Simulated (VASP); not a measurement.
# NaCu (P-6m2) in VASP: vibrations by perturbation theory with PBE

Aim: the vibrations by perturbation theory of NaCu with PBE.

All numbers are computed with VASP 6.6.1; they aren't measurements. Logs are shortened: lines on timing, memory, paths and dates and some standing lists are left out, and cuts for length are marked.

## (1) The cell of the first run

The structure is hexagonal, space group P-6m2 (No. 187). Conventional cell: a = 2.861 Å, b = 2.861 Å, c = 4.992 Å, α = 90.00°, β = 90.00°, γ = 120.00°. Na (site symmetry -6m2) has 6 Na at 2.86 Å and 6 Cu at 2.99 Å within 3.8 Å. Within 3.8 Å of Cu (site symmetry -6m2) lie 6 Cu at 2.86 Å and 6 Na at 2.99 Å.

## (2) Vibrations by perturbation theory, PBE

Input file INCAR:

```
SYSTEM = NaCu
PREC = Accurate
ENCUT = 520
EDIFF = 1E-8
ISMEAR = -1
SIGMA = 0.15
LREAL = .False.
LASPH = .True.
NELM = 60
ALGO = Normal
ISIF = 2
LWAVE = .False.
LCHARG = .False.
GGA = PE
NBANDS = 16
IBRION = 8
NSW = 1
```

Input file KPOINTS:

```
regular mesh
0
Gamma
  18 18 8
  0 0 0
```

Input file POSCAR:

```
NaCu
1.0
    2.8607928277      0.0000000000      0.0000000000
   -1.4303964139      2.4775192638      0.0000000000
    0.0000000000      0.0000000000      4.9917435358
Na Cu
1 1
Direct
    0.3333333333      0.6666666667      0.5000000000
    0.0000000000      0.0000000000      0.0000000000
```

Potentials or basis: VASP PAW PBE potentials, release 64 (Na_pv, Cu).

Command:

```bash
$ cat potpaw_PBE.64/Na_pv/POTCAR potpaw_PBE.64/Cu/POTCAR > POTCAR
$ mpirun -np 1 vasp_std > vasp.out
```

OUTCAR:

```text
SYSTEM = NaCu
   PREC = Accurate
   ENCUT = 520
   EDIFF = 1E-8
   ISMEAR = -1
   LREAL = .False.
   LASPH = .True.
   NELM = 60
   ISIF = 2
   GGA = PE
   IBRION = 8
   NSW = 1

 ion  position               nearest neighbor table
   1  0.333  0.667  0.500-
   2  0.000  0.000  0.000-

  LATTYP: Found a hexagonal cell.
 ALAT       =     2.8607928277
 C/A-ratio  =     1.7448811698

  Lattice vectors:

 A1 = (   2.8607928277,   0.0000000000,   0.0000000000)
 A2 = (  -1.4303964139,   2.4775192638,   0.0000000000)
 A3 = (   0.0000000000,   0.0000000000,   4.9917435358)

Analysis of symmetry for initial positions (statically):
=====================================================================
 Subroutine PRICEL returns:
 Original cell was already a primitive cell.

 Routine SETGRP: Setting up the symmetry group for a
 hexagonal supercell.

 Subroutine GETGRP returns: Found 12 space group operations
 (whereof 12 operations were pure point group operations)
 out of a pool of 24 trial point group operations.

The static configuration has the point symmetry D_3h.

Analysis of symmetry for dynamics (positions and initial velocities):
=====================================================================
 Subroutine PRICEL returns:
 Original cell was already a primitive cell.

 Routine SETGRP: Setting up the symmetry group for a
 hexagonal supercell.

 Subroutine GETGRP returns: Found 12 space group operations
 (whereof 12 operations were pure point group operations)
 out of a pool of 24 trial point group operations.

The dynamic configuration has the point symmetry D_3h.

 Subroutine INISYM returns: Found 12 space group operations
[... 618 lines left out ...]
  Total        0.0595484      0.0595484      0.0255574     -0.0000000     -0.0000000      0.0000000
  in kB        2.6966544      2.6966544      1.1573673     -0.0000000     -0.0000000      0.0000000
  external PRESSURE =       2.1835587 kB  Pullay stress =       0.0000000 kB

 VOLUME and BASIS-vectors are now :
 -----------------------------------------------------------------------------
  energy-cutoff  :      520.00
  volume of cell :       35.38
      direct lattice vectors                 reciprocal lattice vectors
     2.860792828  0.000000000  0.000000000     0.349553449  0.201814778  0.000000000
    -1.430396414  2.477519264  0.000000000     0.000000000  0.403629556  0.000000000
     0.000000000  0.000000000  4.991743536     0.000000000  0.000000000  0.200330805

 POSITION                                       TOTAL-FORCE (eV/Angst)
 -----------------------------------------------------------------------------------
     -0.00000      1.65168      2.49587        -0.000000      0.000000      0.000000
      0.00000      0.00000      0.00000         0.000000      0.000000      0.000000
 -----------------------------------------------------------------------------------
    total drift:                                0.000000     -0.000000     -0.000000

  FREE ENERGIE OF THE ION-ELECTRON SYSTEM (eV)
  ---------------------------------------------------
  free  energy   TOTEN  =        -4.3019643102 eV

  energy  without entropy=       -4.2545797394  energy(sigma->0) =       -4.27827202

[... ionic steps 2 to 3 ...]

--------------------------------------- Ionic step        4  -------------------------------------------

------------------------ aborting loop because EDIFF is reached ----------------------------------------
[... 11 lines left out ...]
[... ionic steps 8 to 8 ...]

--------------------------------------- Ionic step        9  -------------------------------------------

 Free energy of the ion-electron system (eV)
  ---------------------------------------------------
  ---------------------------------------------------
  free energy    TOTEN  =        -0.25073273 eV

  energy without entropy =       -0.25073273

------------------------ aborting loop because EDIFF is reached ----------------------------------------

 INTERNAL STRAIN TENSOR  FOR ION    2  DIRECTION 3   (eV/Angst):
 -----------------------------------------------------------------------------
     0.00064 -0.00000  0.00000
    -0.00000  0.00064 -0.00000
     0.00000  0.00000  0.00502

 INTERNAL STRAIN TENSOR FOR ION    2 for displacements in x,y,z  (eV/Angst):
          X           Y           Z          XY          YZ          ZX
  --------------------------------------------------------------------------------
  x     0.00000    -0.00000     0.00000    -0.79938     0.00000     0.00000
  y    -0.79938     0.79938     0.00000    -0.00000     0.00000     0.00000
  z     0.00000     0.00000     0.00000    -0.00000     0.00000     0.00000

 SECOND DERIVATIVES (NOT SYMMETRIZED)
 ------------------------------------
               1X          1Y          1Z          2X          2Y          2Z
  1X    -0.369264    0.000000    0.000000    0.369264   -0.000000    0.000000
  1Y     0.000000   -0.369264    0.000000   -0.000000    0.369264    0.000000
  1Z     0.000000    0.000000   -2.413316    0.000000    0.000000    2.413316
  2X     0.392678   -0.000000    0.000000   -0.392678    0.000000    0.000000
  2Y    -0.000000    0.392678    0.000000    0.000000   -0.392678    0.000000
  2Z     0.000000    0.000000    2.465949   -0.000000   -0.000000   -2.465949

 Eigenvectors and eigenvalues of the dynamical matrix
 ----------------------------------------------------

   1 f  =    5.927918 THz    37.246206 2PiTHz  197.734053 cm-1    24.515887 meV
             X         Y         Z           dx          dy          dz
     -0.000000  1.651680  2.495872    -0.000000   -0.000000   -0.854453
      0.000000  0.000000  0.000000     0.000000    0.000000    0.519529
[... 21 lines left out ...]
   6 f/i=    0.032104 THz     0.201714 2PiTHz    1.070864 cm-1     0.132770 meV
             X         Y         Z           dx          dy          dz
     -0.000000  1.651680  2.495872    -0.206060    0.485240   -0.000000
      0.000000  0.000000  0.000000    -0.332145    0.782151    0.000000

--------------------------------------------------------------------------------------------------------

 ELASTIC MODULI CONTR FROM IONIC RELAXATION (kBar)
 Direction    XX          YY          ZZ          XY          YZ          ZX
 --------------------------------------------------------------------------------
 XX         -75.5702     75.5702      0.0000      0.0000      0.0000      0.0000
 YY          75.5702    -75.5702      0.0000      0.0000     -0.0000      0.0000
 ZZ           0.0000      0.0000      0.0000      0.0000      0.0000      0.0000
 XY           0.0000      0.0000      0.0000    -75.5702     -0.0000      0.0000
 YZ           0.0000     -0.0000      0.0000     -0.0000     -0.0000      0.0000
 ZX           0.0000      0.0000      0.0000      0.0000      0.0000      0.0000
 --------------------------------------------------------------------------------
```

It took 21 min on 1 thread of Intel Xeon Platinum 8259CL at 2.50GHz (Skylake/Cascade Lake), shared host; peak memory 0.96 GiB.

What came out:

| Quantity | Value |
| --- | --- |
| Highest phonon frequency at Γ | 198 cm⁻¹ |

Phonon frequencies in cm⁻¹ (negative: imaginary):
```tsv
q point	frequencies
(0.000, 0.000, 0.000)	-1 -1 -1 78 78 198
```
